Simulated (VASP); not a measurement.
Wanted: the native input for a VASP 6.6.1 run.

```yaml
Task: single point
Functional: PBE
Potentials_or_basis: VASP PAW PBE potentials, release 64 (V_sv, Ge_d)
Cutoff: 520 eV
k_mesh: 13 × 13 × 13
Occupations: fermi-dirac, width 0.05 eV
Spin: no spin polarisation
Dipole_correction: no
Further_INCAR_settings: ALGO = Normal; EDIFF = 1e-06; NBANDS = 20
```

The structure of VGe (zincblende type) lies in POSCAR:

```
VGe
1.0
    0.0000000000      2.7099179022      2.7099179022
    2.7099179022      0.0000000000      2.7099179022
    2.7099179022      2.7099179022      0.0000000000
V Ge
1 1
Direct
    0.0000000000      0.0000000000      0.0000000000
    0.2500000000      0.2500000000      0.2500000000
```

The input as run:

INCAR

```
ALGO = Normal ; EDIFF = 1E-6
ENCUT = 520 ; GGA = PE
ISIF = 2 ; ISMEAR = -1
LASPH = T ; LCHARG = F
LREAL = F ; LWAVE = F
NBANDS = 20 ; NELM = 60
PREC = Accurate ; SIGMA = 0.05
```

KPOINTS

```
k-points
0
Gamma
  13 13 13
```

Potentials or basis: VASP PAW PBE potentials, release 64 (V_sv, Ge_d).

The run is started by

```sh
$ cat potpaw_PBE.64/V_sv/POTCAR potpaw_PBE.64/Ge_d/POTCAR > POTCAR
$ mpirun -np 1 vasp_std > vasp.out
```

It gave:

```yaml
Pressure: 9.9 GPa
Band_gap_on_the_k_mesh: zero (an odd number of electrons rules out a gap without spin polarisation)
```

Caveat: the cell stands under pressure.

Wall time 95 s on 1 thread of Intel(R) Xeon(R) Platinum 8488C (Sapphire Rapids), on a shared host, peak memory 0.21 GiB.
